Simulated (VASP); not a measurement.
# Rh (P6_3/mmc) in VASP: notebook

Runs on Rh. Level: RPBE. Tasks: single point.

Program: VASP 6.6.1. These are calculated values, not measurements. Logs are shortened: lines on timing, memory, paths and dates and some standing lists are left out, and cuts for length are marked.

### Step 1. The cell of the first run

The structure is hexagonal, space group P6_3/mmc (No. 194). The conventional cell has a = 2.730 Å, b = 2.730 Å, c = 8.901 Å, α = 90.00°, β = 90.00°, γ = 120.00°. Rh (site symmetry -3m) has 12 Rh at 2.73 Å within 3.6 Å. Within 3.6 Å of Rh (site symmetry -6m2) lie 12 Rh at 2.73 Å.

This isn't the form of Rh at room conditions, which is fcc.

### Step 2. Single point, RPBE

File INCAR:

```
ALGO     = Normal         # electronic algorithm
EDIFF    = 1E-6           # SCF threshold, eV
ENCUT    = 520            # plane-wave cutoff, eV
GGA      = RP             # functional
ISIF     = 2              # what is computed and relaxed
ISMEAR   = -1             # smearing method
LASPH    = True           # aspherical terms in the spheres
LCHARG   = True           # write CHGCAR
LELF     = True           # ELF
LREAL    = False          # projectors in reciprocal space
LVHAR    = True         
LWAVE    = False          # write WAVECAR
NBANDS   = 38             # bands
NELM     = 100            # most SCF steps
PREC     = Accurate       # precision mode
SIGMA    = 0.1            # smearing width, eV
```

File KPOINTS:

```
k-points
0
Gamma
  13 13 4
```

File POSCAR:

```
Rh
1.0
    2.7296425453      0.0000000000      0.0000000000
   -1.3648212726      2.3639397875      0.0000000000
    0.0000000000      0.0000000000      8.9011786347
Rh
4
Direct
    0.0000000000      1.0000000000      0.0000000000
    0.0000000000      1.0000000000      0.5000000000
    0.3333333333      0.6666666667      0.2500000000
    0.6666666667      0.3333333333      0.7500000000
```

Potentials or basis: VASP PAW PBE potentials, release 64 (Rh_pv).

The run is started by

```console
$ cat potpaw_PBE.64/Rh_pv/POTCAR > POTCAR
$ mpirun -np 1 vasp_std > vasp.out
```

OUTCAR:

```text
EDIFF = 1E-6
   ENCUT = 520
   GGA = RP
   ISIF = 2
   ISMEAR = -1
   LASPH = True
   LREAL = False
   NELM = 100
   PREC = Accurate

 ion  position               nearest neighbor table
   1  0.000  0.000  0.000-   3 2.73   4 2.73   3 2.73   4 2.73   4 2.73   3 2.73
   2  0.000  0.000  0.500-   3 2.73   4 2.73   3 2.73   4 2.73   4 2.73   3 2.73
   3  0.333  0.667  0.250-   1 2.73   2 2.73   1 2.73   2 2.73   1 2.73   2 2.73
   4  0.667  0.333  0.750-   1 2.73   2 2.73   1 2.73   2 2.73   1 2.73   2 2.73

  LATTYP: Found a hexagonal cell.
 ALAT       =     2.7296425453
 C/A-ratio  =     3.2609319671

  Lattice vectors:

 A1 = (   2.7296425453,   0.0000000000,   0.0000000000)
 A2 = (  -1.3648212726,   2.3639397875,   0.0000000000)
 A3 = (   0.0000000000,   0.0000000000,   8.9011786347)

Analysis of symmetry for initial positions (statically):
=====================================================================
 Subroutine PRICEL returns:
 Original cell was already a primitive cell.

 Routine SETGRP: Setting up the symmetry group for a
 hexagonal supercell.

 Subroutine GETGRP returns: Found 24 space group operations
 (whereof 12 operations were pure point group operations)
 out of a pool of 24 trial point group operations.

The static configuration has the point symmetry D_3d.
 The point group associated with its full space group is D_6h.

Analysis of symmetry for dynamics (positions and initial velocities):
=====================================================================
 Subroutine PRICEL returns:
 Original cell was already a primitive cell.

 Routine SETGRP: Setting up the symmetry group for a
 hexagonal supercell.

 Subroutine GETGRP returns: Found 24 space group operations
 (whereof 12 operations were pure point group operations)
 out of a pool of 24 trial point group operations.

The dynamic configuration has the point symmetry D_3d.
 The point group associated with its full space group is D_6h.

 Subroutine INISYM returns: Found 24 space group operations
 (whereof 12 operations are pure point group operations),
 and found     1 'primitive' translations

----------------------------------------------------------------------------------------

                                     Primitive cell

  volume of cell :      57.4367

  direct lattice vectors                    reciprocal lattice vectors
     2.729642545  0.000000000  0.000000000     0.366348334  0.211511309  0.000000000
[... 90 lines left out ...]
   EDIFF  = 0.1E-05   stopping-criterion for ELM
   LREAL  =      F    real-space projection
   EDIFFG = 0.1E-04   stopping-criterion for IOM
   NSW    =      0    number of steps for IOM
   IBRION =     -1    ionic relax: 0-MD 1-quasi-New 2-CG
   NFREE  =      0    steps in history (QN), initial steepest desc. (CG)
   ISIF   =      2    stress and relaxation
   ISYM   =      2    0-nonsym 1-usesym 2-fastsym
   POTIM  = 0.5000    time-step for ionic-motion
   TEBEG  =    0.0;   TEEND  =   0.0 temperature during run
   PSTRESS=    0.0 pullay stress
   NELECT =      60.0000    total number of electrons
   NUPDOWN=      -1.0000    fix difference up-down
   EMIN   =  10.00;   EMAX   =-10.00  energy-range for DOS
   EFERMI =   0.00;   METHOD = LEGACY
   ISMEAR =    -1;   SIGMA  =   0.10  broadening in eV -4-tet -1-fermi 0-gaus
   EFERMI_NEDOS =   21; number of points for ismear=-14 and -15
   IALGO  =     38    algorithm
   IMIX   =      4    mixing-type and parameters
     AMIX     =   0.40;   BMIX     =  1.00
     AMIX_MAG =   1.60;   BMIX_MAG =  1.00
  volume/ion in A,a.u.               =      14.36        96.90
  Fermi-wavevector in a.u.,A,eV,Ry     =   1.661098  3.139021 37.541844  2.759248
  Thomas-Fermi vector in A             =   2.748220
   LORBIT       =      0    0 simple, 1 ext, 2 COOP (PROOUT), +10 PAW based schemes
   GGA     = RP    functional components
   LHFCALC =     F    Hartree Fock is set to
   AEXX    =    0.0000 exact exchange contribution
   IVDW    =     0    specifies the selected vdW correction
   LEPSILON=     F    determine dielectric tensor
   LRPA    =     F    only Hartree local field effects (RPA)
 non-spin polarized calculation
  energy-cutoff  :      520.00
  volume of cell :       57.44
 maximum number of plane-waves:      1562
   NGX = 11   NGY = 11   NGZ = 33

 number of electron      59.9999998 magnetization

 Free energy of the ion-electron system (eV)
  ---------------------------------------------------
  ext. energy  EPLUGINS =         0.00000000
  ---------------------------------------------------
  free energy    TOTEN  =       -26.49745677 eV

  energy without entropy =      -26.28777526  energy(sigma->0) =      -26.39261602

 E-fermi :  11.2303     XC(G=0): -13.6514

 val. band max:       11.2182872814   @ k =   0.3846   0.0000   0.0000
 cond. band min:      11.2355257617   @ k =   0.3846   0.0000   0.2500
 fundamental gap:      0.0172384803
 Fermi energy:        11.2302559652

 k-point     1 :       0.0000    0.0000    0.0000
  band No.  band energies     occupation
      1     -35.7166      2.00000
      2     -35.4072      2.00000
      3     -35.4057      2.00000
      4     -35.1749      2.00000
      5     -35.1749      2.00000
      6     -35.1397      2.00000
[... 973 lines left out ...]
     37      20.2842      0.00000
     38      24.3980      0.00000

 [... further k-points ...]

------------------------ aborting loop because EDIFF is reached ----------------------------------------

  FORCE on cell =-STRESS in cart. coord.  units (eV):
  Direction    XX          YY          ZZ          XY          YZ          ZX
  --------------------------------------------------------------------------------------
  -------------------------------------------------------------------------------------
  Total        0.0520958      0.0520958      0.0459155      0.0000000     -0.0000000      0.0000000
  in kB        1.4531936      1.4531936      1.2807964      0.0000000     -0.0000000      0.0000000
  external PRESSURE =       1.3957278 kB  Pullay stress =       0.0000000 kB

 VOLUME and BASIS-vectors are now :
 -----------------------------------------------------------------------------
  energy-cutoff  :      520.00
  volume of cell :       57.44
      direct lattice vectors                 reciprocal lattice vectors
     2.729642545  0.000000000  0.000000000     0.366348334  0.211511309  0.000000000
    -1.364821273  2.363939788  0.000000000     0.000000000  0.423022619  0.000000000
     0.000000000  0.000000000  8.901178635     0.000000000  0.000000000  0.112344673

 POSITION                                       TOTAL-FORCE (eV/Angst)
 -----------------------------------------------------------------------------------
      0.00000      0.00000      0.00000        -0.000000      0.000000      0.000000
      0.00000      0.00000      4.45059        -0.000000      0.000000      0.000000
     -0.00000      1.57596      2.22529         0.000000      0.000000     -0.000000
      1.36482      0.78798      6.67588        -0.000000      0.000000      0.000000
 -----------------------------------------------------------------------------------
    total drift:                                0.000000     -0.000000      0.000000

  FREE ENERGIE OF THE ION-ELECTRON SYSTEM (eV)
  ---------------------------------------------------
  free  energy   TOTEN  =       -26.4974567701 eV

  energy  without entropy=      -26.2877752622  energy(sigma->0) =      -26.39261602
```

Wall time 56 s (1 thread of Intel Xeon 6975P-C (Granite Rapids), shared host); peak memory 0.23 GiB.

Results:

```
Free energy            : -26.4975 eV
Pressure               : 0.1 GPa
Band gap on the k mesh : zero (bands 30 and 31 overlap by 1.70 eV)
```

Caveat: the PAW data sets were made with another functional, which shifts forces and pressure a little.

### Step 3. Single point, RPBE (12.64 Å³/atom)

This run uses another cell than the first one, of 12.64 Å³/atom.

File INCAR:

```
SYSTEM = Rh
PREC     = Accurate       ! precision mode
ENCUT    = 520            ! plane-wave cutoff, eV
EDIFF    = 1E-7           ! SCF threshold, eV
ISMEAR   = -1             ! smearing method
SIGMA    = 0.1            ! smearing width, eV
LREAL    = .FALSE.        ! projectors in reciprocal space
LASPH    = .TRUE.         ! aspherical terms in the spheres
NELM     = 60             ! most SCF steps
ALGO     = Normal         ! electronic algorithm
ISIF     = 2              ! what is computed and relaxed
LWAVE    = .FALSE.        ! write WAVECAR
LCHARG   = .FALSE.        ! write CHGCAR
GGA      = RP             ! functional
NBANDS   = 38             ! bands
```

File KPOINTS:

```
regular mesh
0
G
  15 15 4
  0 0 0
```

File POSCAR:

```
Rh
1.0
    2.6157726988      0.0000000000      0.0000000000
   -1.3078863494      2.2653256077      0.0000000000
    0.0000000000      0.0000000000      8.5298568123
Rh
4
Direct
    0.0000000000      1.0000000000      0.0000000000
    0.0000000000      1.0000000000      0.5000000000
    0.3333333333      0.6666666667      0.2500000000
    0.6666666667      0.3333333333      0.7500000000
```

Potentials or basis: VASP PAW PBE potentials, release 64 (Rh_pv).

The run is started by

```console
$ cat potpaw_PBE.64/Rh_pv/POTCAR > POTCAR
$ mpirun -np 1 vasp_std > vasp.out
```

OUTCAR:

```text
SYSTEM = Rh
   PREC = Accurate
   ENCUT = 520
   EDIFF = 1E-7
   ISMEAR = -1
   LREAL = .FALSE.
   LASPH = .TRUE.
   NELM = 60
   ISIF = 2
   GGA = RP

 ion  position               nearest neighbor table
   1  0.000  0.000  0.000-   3 2.61   4 2.61   4 2.61   3 2.61   4 2.61   3 2.61
   2  0.000  0.000  0.500-   3 2.61   4 2.61   4 2.61   3 2.61   4 2.61   3 2.61
   3  0.333  0.667  0.250-   1 2.61   2 2.61   1 2.61   2 2.61   1 2.61   2 2.61
   4  0.667  0.333  0.750-   1 2.61   2 2.61   1 2.61   2 2.61   1 2.61   2 2.61

  LATTYP: Found a hexagonal cell.
 ALAT       =     2.6157726988
 C/A-ratio  =     3.2609319671

  Lattice vectors:

 A1 = (   2.6157726988,   0.0000000000,   0.0000000000)
 A2 = (  -1.3078863494,   2.2653256077,   0.0000000000)
 A3 = (   0.0000000000,   0.0000000000,   8.5298568123)

Analysis of symmetry for initial positions (statically):
=====================================================================
 Subroutine PRICEL returns:
 Original cell was already a primitive cell.

 Routine SETGRP: Setting up the symmetry group for a
 hexagonal supercell.

 Subroutine GETGRP returns: Found 24 space group operations
 (whereof 12 operations were pure point group operations)
 out of a pool of 24 trial point group operations.

The static configuration has the point symmetry D_3d.
 The point group associated with its full space group is D_6h.

Analysis of symmetry for dynamics (positions and initial velocities):
=====================================================================
 Subroutine PRICEL returns:
 Original cell was already a primitive cell.

 Routine SETGRP: Setting up the symmetry group for a
 hexagonal supercell.

 Subroutine GETGRP returns: Found 24 space group operations
 (whereof 12 operations were pure point group operations)
 out of a pool of 24 trial point group operations.

The dynamic configuration has the point symmetry D_3d.
 The point group associated with its full space group is D_6h.

 Subroutine INISYM returns: Found 24 space group operations
 (whereof 12 operations are pure point group operations),
 and found     1 'primitive' translations

----------------------------------------------------------------------------------------

                                     Primitive cell

  volume of cell :      50.5443

  direct lattice vectors                    reciprocal lattice vectors
     2.615772699  0.000000000  0.000000000     0.382296214  0.220718822  0.000000000
    -1.307886349  2.265325608  0.000000000     0.000000000  0.441437644  0.000000000
     0.000000000  0.000000000  8.529856812     0.000000000  0.000000000  0.117235262

  length of vectors
     2.615772699  2.615772699  8.529856812     0.441437644  0.441437644  0.117235262

  position of ions in fractional coordinates (direct lattice)
     0.000000000  0.000000000  0.000000000
     0.000000000  0.000000000  0.500000000
     0.333333333  0.666666667  0.250000000
     0.666666667  0.333333333  0.750000000

  ion indices of the primitive-cell ions
   primitive index   ion index
                 1           1
                 2           2
                 3           3
                 4           4

----------------------------------------------------------------------------------------
[... 24 lines left out ...]

 Following reciprocal coordinates:
            Coordinates               Weight
  0.000000  0.000000  0.000000      1.000000
  0.066667 -0.000000  0.000000      6.000000
  0.133333 -0.000000  0.000000      6.000000
  0.200000 -0.000000  0.000000      6.000000
  0.266667 -0.000000  0.000000      6.000000
  0.333333 -0.000000  0.000000      6.000000
[... 16 lines left out ...]
  0.333333  0.200000  0.000000     12.000000
  0.400000  0.200000  0.000000      6.000000
 [... further k-points ...]
   k-points           NKPTS =     81   k-points in BZ     NKDIM =     81   number of bands    NBANDS=     38
   number of dos      NEDOS =    301   number of ions     NIONS =      4
   total plane-waves  NPLWV =  25600
   dimension x,y,z NGX =    20 NGY =   20 NGZ =   64
   dimension x,y,z NGXF=    40 NGYF=   40 NGZF=  128
   ions per type =               4
   NGX,Y,Z   is equivalent  to a cutoff of  12.71, 12.71, 12.47 a.u.
   NGXF,Y,Z  is equivalent  to a cutoff of  25.42, 25.42, 24.95 a.u.
 SYSTEM =  Rh
   PREC   = accura    normal or accurate (medium, high low for compatibility)
   ISTART =      0    job   : 0-new  1-cont  2-samecut
   ICHARG =      2    charge: 1-file 2-atom 10-const
   ISPIN  =      1    spin polarized calculation?
   LNONCOLLINEAR =      F non collinear calculations
   LSORBIT =      F    spin-orbit coupling
   LASPH  =      T    aspherical Exc in radial PAW
   ENCUT  =  520.0 eV  38.22 Ry    6.18 a.u.   4.86  4.86 15.86*2*pi/ulx,y,z
   NELM   =     60;   NELMIN=  2; NELMDL= -5     # of ELM steps
   EDIFF  = 0.1E-06   stopping-criterion for ELM
   LREAL  =      F    real-space projection
   EDIFFG = 0.1E-05   stopping-criterion for IOM
   NSW    =      0    number of steps for IOM
   IBRION =     -1    ionic relax: 0-MD 1-quasi-New 2-CG
   NFREE  =      0    steps in history (QN), initial steepest desc. (CG)
   ISIF   =      2    stress and relaxation
   ISYM   =      2    0-nonsym 1-usesym 2-fastsym
   POTIM  = 0.5000    time-step for ionic-motion
   TEBEG  =    0.0;   TEEND  =   0.0 temperature during run
   PSTRESS=    0.0 pullay stress
   NELECT =      60.0000    total number of electrons
   NUPDOWN=      -1.0000    fix difference up-down
   EMIN   =  10.00;   EMAX   =-10.00  energy-range for DOS
   EFERMI =   0.00;   METHOD = LEGACY
   ISMEAR =    -1;   SIGMA  =   0.10  broadening in eV -4-tet -1-fermi 0-gaus
   EFERMI_NEDOS =   21; number of points for ismear=-14 and -15
   IALGO  =     38    algorithm
   IMIX   =      4    mixing-type and parameters
     AMIX     =   0.40;   BMIX     =  1.00
     AMIX_MAG =   1.60;   BMIX_MAG =  1.00
  volume/ion in A,a.u.               =      12.64        85.27
  Fermi-wavevector in a.u.,A,eV,Ry     =   1.733409  3.275669 40.881531  3.004708
  Thomas-Fermi vector in A             =   2.807401
   LORBIT       =      0    0 simple, 1 ext, 2 COOP (PROOUT), +10 PAW based schemes
   GGA     = RP    functional components
   LHFCALC =     F    Hartree Fock is set to
   AEXX    =    0.0000 exact exchange contribution
   IVDW    =     0    specifies the selected vdW correction
   LEPSILON=     F    determine dielectric tensor
   LRPA    =     F    only Hartree local field effects (RPA)
 non-spin polarized calculation
  energy-cutoff  :      520.00
  volume of cell :       50.54
 maximum number of plane-waves:      1389
 NGX is ok and might be reduce to    20
   NGX =  9   NGY =  9   NGZ = 31

 number of electron      59.9999985 magnetization

 Free energy of the ion-electron system (eV)
  ---------------------------------------------------
  ext. energy  EPLUGINS =         0.00000000
  ---------------------------------------------------
  free energy    TOTEN  =       -25.69450739 eV

  energy without entropy =      -25.53288995  energy(sigma->0) =      -25.61369867

 E-fermi :  13.6241     XC(G=0): -14.4919

 val. band max:       13.6197186691   @ k =   0.3333   0.2000   0.5000
 cond. band min:      13.6242977390   @ k =   0.2667   0.1333   0.0000
 fundamental gap:      0.0045790699
 Fermi energy:        13.6240575898

 k-point     1 :       0.0000    0.0000    0.0000
  band No.  band energies     occupation
      1     -33.8970      2.00000
      2     -33.4199      2.00000
      3     -33.4165      2.00000
      4     -33.0556      2.00000
      5     -33.0556      2.00000
      6     -32.9992      2.00000
[... 973 lines left out ...]
     37      23.8123      0.00000
     38      23.8636      0.00000

 [... further k-points ...]

------------------------ aborting loop because EDIFF is reached ----------------------------------------

  FORCE on cell =-STRESS in cart. coord.  units (eV):
  Direction    XX          YY          ZZ          XY          YZ          ZX
  --------------------------------------------------------------------------------------
  -------------------------------------------------------------------------------------
  Total       13.1876007     13.1876007     13.3592574      0.0000000      0.0000000      0.0000000
  in kB      418.0266739    418.0266739    423.4679273      0.0000000      0.0000000      0.0000000
  external PRESSURE =     419.8404251 kB  Pullay stress =       0.0000000 kB

 VOLUME and BASIS-vectors are now :
 -----------------------------------------------------------------------------
  energy-cutoff  :      520.00
  volume of cell :       50.54
      direct lattice vectors                 reciprocal lattice vectors
     2.615772699  0.000000000  0.000000000     0.382296214  0.220718822  0.000000000
    -1.307886349  2.265325608  0.000000000     0.000000000  0.441437644  0.000000000
     0.000000000  0.000000000  8.529856812     0.000000000  0.000000000  0.117235262

 POSITION                                       TOTAL-FORCE (eV/Angst)
 -----------------------------------------------------------------------------------
      0.00000      0.00000      0.00000         0.000000      0.000000     -0.000000
      0.00000      0.00000      4.26493         0.000000      0.000000     -0.000000
     -0.00000      1.51022      2.13246         0.000000      0.000000      0.000000
      1.30789      0.75511      6.39739        -0.000000      0.000000      0.000000
 -----------------------------------------------------------------------------------
    total drift:                                0.000000     -0.000000      0.000000

  FREE ENERGIE OF THE ION-ELECTRON SYSTEM (eV)
  ---------------------------------------------------
  free  energy   TOTEN  =       -25.6945073900 eV

  energy  without entropy=      -25.5328899520  energy(sigma->0) =      -25.61369867
```

It took 64 s on 1 thread of Intel Xeon 6975P-C (Granite Rapids), shared host; peak memory 0.23 GiB.

What came out:

```
Free energy            : -25.6945 eV
Pressure               : 42.0 GPa
Band gap on the k mesh : zero (bands 30 and 31 overlap by 2.09 eV)
```

Levels at points of the mesh, in eV from the Fermi level:
```tsv
k point	band 27	band 28	band 29	band 30	band 31	band 32	band 33	band 34
(0.00, 0.00, 0.00)	-2.99	-1.65	-1.65	-0.98	-0.98	-0.39	-0.39	0.50
(0.00, 0.00, 0.50)	-1.30	-1.30	-1.30	-1.30	-1.25	-1.25	0.09	0.09
```

Caveat: the cell stands under pressure; the PAW data sets were made with another functional, which shifts forces and pressure a little.

(Continued in part 2 of 2.)
